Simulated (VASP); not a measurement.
Ta: single point with PBEsol

The system is Ta.

```
CELL_PARAMETERS angstrom
-1.57465 1.57465 1.77148
1.57465 -1.57465 1.77148
1.57465 1.57465 -1.77148
ATOMIC_POSITIONS crystal
Ta 0.00000 0.00000 0.00000
```

This cell differs from its parent crystal: strain -0.040 along x and y, +0.080 along z.

| Item | Value |
| --- | --- |
| Program | VASP 6.6.1 |
| Task | single point |
| Functional | PBEsol |
| Potentials or basis | VASP PAW PBE potentials, release 64 (Ta_pv) |
| Cutoff | 520 eV |
| k mesh | 26 × 26 × 26 |
| Occupations | gaussian, width 0.15 eV |
| Spin | no spin polarisation |
| Dipole correction | no |
| Further INCAR settings | ALGO = Fast; EDIFF = 1e-07; NBANDS = 12 |

| Quantity | Value |
| --- | --- |
| Pressure | 2.6 GPa |
| Band gap on the k mesh | zero (an odd number of electrons rules out a gap without spin polarisation) |

Stress tensor (GPa, compression positive):
```
 6.83  0.00  0.00
 0.00  6.83  0.00
 0.00  0.00 -5.85
```

Levels at points of the mesh, in eV from the Fermi level:
| k point | band 2 | band 3 | band 4 | band 5 | band 6 | band 7 | band 8 | band 9 |
| --- | --- | --- | --- | --- | --- | --- | --- | --- |
| (0.00, 0.00, 0.00) | -32.99 | -32.99 | -8.09 | 0.33 | 0.33 | 1.73 | 2.91 | 4.79 |
| (0.50, 0.00, 0.00) | -33.34 | -33.00 | -4.58 | -1.09 | 1.43 | 2.68 | 5.31 | 7.69 |
| (0.50, 0.50, 0.00) | -33.48 | -33.10 | -4.54 | -2.58 | 2.28 | 5.23 | 5.72 | 8.15 |
| (0.50, 0.50, 0.50) | -33.75 | -33.75 | -4.22 | -3.82 | 6.70 | 6.89 | 7.18 | 7.18 |

It took 3.3 min on 1 thread of AMD EPYC 9R45 96-Core Processor (Zen 5), on a shared host, peak memory 0.34 GiB.

Caveat: the cell differs from its parent crystal (strain -0.040 along x and y, +0.080 along z); the stress differs along the axes, from -6 to 7 GPa; the PAW data sets were made with another functional, which shifts forces and pressure a little; spin-orbit coupling is left out, which moves the levels of the heavy elements.
